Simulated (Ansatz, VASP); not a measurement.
Two plane-wave programs on Ti

```xyz
2
Lattice="2.7034 0.0000 0.0000 -1.3517 2.3412 0.0000 0.0000 0.0000 4.8367" Properties=species:S:1:pos:R:3 pbc="T T T"
Ti    0.0000    1.5608    1.2092
Ti    1.3517    0.7804    3.6275
```

Change from the starting cell: strain -0.080 along x and y, +0.040 along z, atoms carried along.

Alike in both runs: task single point; functional PBE; k mesh 24 × 24 × 14; occupations gaussian, width 0.15 eV; no spin polarisation.

```csv
,VASP,Ansatz
version,VASP 6.6.1,Ansatz 0.2.0
potentials or method,"VASP PAW PBE potentials, release 64 (Ti_sv), cutoff 520 eV","scalar-relativistic, plane waves, PAW"
valence electrons in the cell,24,24
```

```tsv
	VASP	Ansatz	Ansatz less VASP
gap on the k mesh at the Fermi level (eV)	none	none	-
pressure (GPa)	16.8	17.3	+0.51
traceless stress, the component that is largest in VASP (GPa)	-8.61	-8.64	-0.027
```

A gap of «none» marks a metal or a gap that the smearing closes.
